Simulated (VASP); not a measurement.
A run of VASP 6.6.1:

Contents of POSCAR:

```
TaRu
1.0
    3.1391950000      0.0000000000      0.0000000000
    0.0000000000      3.1391950000      0.0000000000
    0.0000000000      0.0000000000      3.2348050000
Ta Ru
1 1
Direct
    0.5000000000      0.5000000000      0.5000000000
    0.0000000000      0.0000000000      0.0000000000
```

Contents of INCAR.step1:

```
PREC = Accurate ; ENCUT = 520
ISMEAR = 0 ; SIGMA = 0.15
LREAL = F ; LASPH = T
NELM = 80 ; NBANDS = 20
GGA = PE ; ALGO = Normal
EDIFF = 1E-4 ; LWAVE = T
LCHARG = F
```

INCAR.step2

```
PREC = Accurate ; ENCUT = 520
EDIFF = 1E-6 ; ISMEAR = 0
SIGMA = 0.15 ; LREAL = F
LASPH = T ; NELM = 80
ALGO = Normal ; ISIF = 2
LWAVE = F ; LCHARG = F
METAGGA = R2SCAN ; LMIXTAU = T
NBANDS = 20 ; ISTART = 1
```

KPOINTS

```
Automatic mesh
0
Gamma
  16 16 16
```

Potentials or basis: VASP PAW PBE potentials, release 64 (Ta_pv, Ru_pv).

Launch:

```bash
$ cat potpaw_PBE.64/Ta_pv/POTCAR potpaw_PBE.64/Ru_pv/POTCAR > POTCAR
$ cp INCAR.step1 INCAR
$ mpirun -np 1 vasp_std > vasp.out
$ cp INCAR.step2 INCAR
$ mpirun -np 1 vasp_std > vasp.out
```

Hardware: 1 thread of Intel(R) Xeon(R) Platinum 8488C (Sapphire Rapids) (shared host).

Question: How long does it take, and how much memory?

Answer: It took 4.1 min on 1 thread of Intel(R) Xeon(R) Platinum 8488C (Sapphire Rapids), on a shared host, peak memory 0.36 GiB. Counts: k points 405.
